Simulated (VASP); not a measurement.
A run of VASP 6.6.1:

INCAR

```
ALGO = Normal ; EDIFF = 1E-6
ENCUT = 520 ; GGA = PE
ISIF = 2 ; ISMEAR = 0
LASPH = T ; LCHARG = T
LELF = T ; LREAL = F
LVHAR = T ; LWAVE = F
NBANDS = 11 ; NELM = 60
PREC = Accurate ; SIGMA = 0.01
```

File KPOINTS:

```
k-points
0
Gamma
  6 6 6
```

The input POSCAR:

```
SiC
1.0
    0.0000000000      2.1780523450      2.2869549622
    2.1780523450      0.0000000000      2.2869549622
    2.1780523450      2.1780523450      0.0000000000
Si C
1 1
Direct
    0.0000000000      0.0000000000      0.0000000000
    0.2500000000      0.2500000000      0.2500000000
```

Potentials or basis: VASP PAW PBE potentials, release 64 (Si, C).

Command:

```sh
$ cat potpaw_PBE.64/Si/POTCAR potpaw_PBE.64/C/POTCAR > POTCAR
$ mpirun -np 1 vasp_std > vasp.out
```

Hardware: 1 thread of Intel Xeon 8259CL, with other jobs on the host.

Task: How long does it take, and how much memory?

Result: It took 8.1 s on 1 thread of Intel Xeon 8259CL, with other jobs on the host, peak memory 0.13 GiB. Counts: scf iterations 12, k points 30.
